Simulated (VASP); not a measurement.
Wanted: the native input for a VASP 6.6.1 run.

```
Task                   : single point
Functional             : PBE
Potentials or basis    : VASP PAW PBE potentials, release 64 (In_d, As)
Cutoff                 : 520 eV
k mesh                 : 8 × 8 × 8
Occupations            : gaussian, width 0.016 eV
Spin                   : no spin polarisation
Dipole correction      : no
Further INCAR settings : ALGO = Normal; EDIFF = 1e-06; NBANDS = 16
```

The structure of InAs lies in POSCAR:

```
InAs
1.0
    0.0000000000      3.0180000000      3.0180000000
    3.0180000000      0.0000000000      3.0180000000
    3.0180000000      3.0180000000      0.0000000000
In As
1 1
Direct
    0.0000000000      0.0000000000      0.0000000000
    0.7500000000      0.7500000000      0.7500000000
```

The input as run:

INCAR

```
  ALGO = Normal
  EDIFF = 1E-6
  ENCUT = 520
  GGA = PE
  ISIF = 2
  ISMEAR = 0
  LASPH = True
  LCHARG = False
  LREAL = False
  LWAVE = False
  NBANDS = 16
  NELM = 60
  PREC = Accurate
  SIGMA = 0.016
```

KPOINTS

```
k-points
0
Gamma
  8 8 8
```

Potentials or basis: VASP PAW PBE potentials, release 64 (In_d, As).

Command:

```bash
$ cat potpaw_PBE.64/In_d/POTCAR potpaw_PBE.64/As/POTCAR > POTCAR
$ mpirun -np 1 vasp_std > vasp.out
```

Results of the run:

- Pressure: 4.4 GPa
- Band gap on the k mesh: zero (filled and empty bands touch)

Caveat: spin-orbit coupling is left out, which moves the levels of the heavy elements.

Wall time 17 s on 1 thread of Intel Xeon 6975P-C, with other jobs on the host, peak memory 0.18 GiB.
